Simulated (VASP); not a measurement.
Input of a VASP 6.6.1 run:

File INCAR:

```
  ALGO = Normal
  DIPOL = 0.5 0.5 0.363
  EDIFF = 1E-6
  ENCUT = 400
  GGA = PE
  GGA_COMPAT = F
  IDIPOL = 3
  ISIF = 2
  ISMEAR = 1
  IVDW = 12
  LASPH = T
  LCHARG = F
  LDIPOL = T
  LREAL = F
  LWAVE = F
  NBANDS = 42
  NELM = 120
  NELMDL = -8
  PREC = Accurate
  SIGMA = 0.1
```

The input KPOINTS:

```
k-points
0
Gamma
  15 15 1
```

POSCAR

```
Au
1.0
    2.8939869314      0.0000000000      0.0000000000
   -1.4469934657      2.5062662008      0.0000000000
    0.0000000000      0.0000000000     35.7449445119
Au
6
Direct
    0.0000000000      0.0000000000      0.1958318888
    0.6666666667      0.3333333333      0.2636837287
    0.3333333333      0.6666666667      0.3300772498
    0.0000000000      0.0000000000      0.3967576709
    0.6666666667      0.3333333333      0.4631000650
    0.3333333333      0.6666666667      0.5305253137
```

Potentials or basis: VASP PAW PBE potentials, release 64 (Au).

Run with:

```sh
$ cat potpaw_PBE.64/Au/POTCAR > POTCAR
$ mpirun -np 1 vasp_std > vasp.out
```

Problem. Estimate the largest force.

Solution. 0.057 eV/Å.

Problem. Estimate the band gap on the k mesh.

Solution. Zero (bands 33 and 34 overlap by 4.87 eV).

Problem. What does it give for the dispersion energy per atom?

Solution. -0.548 eV.

Forces on the atoms (eV/Å):
```
Au   0.000  0.000 -0.006
Au   0.000  0.000  0.006
Au   0.000  0.000 -0.010
Au   0.000  0.000  0.002
Au   0.000  0.000 -0.049
Au   0.000  0.000  0.057
```

Caveat: spin-orbit coupling is left out, which moves the levels of the heavy elements.
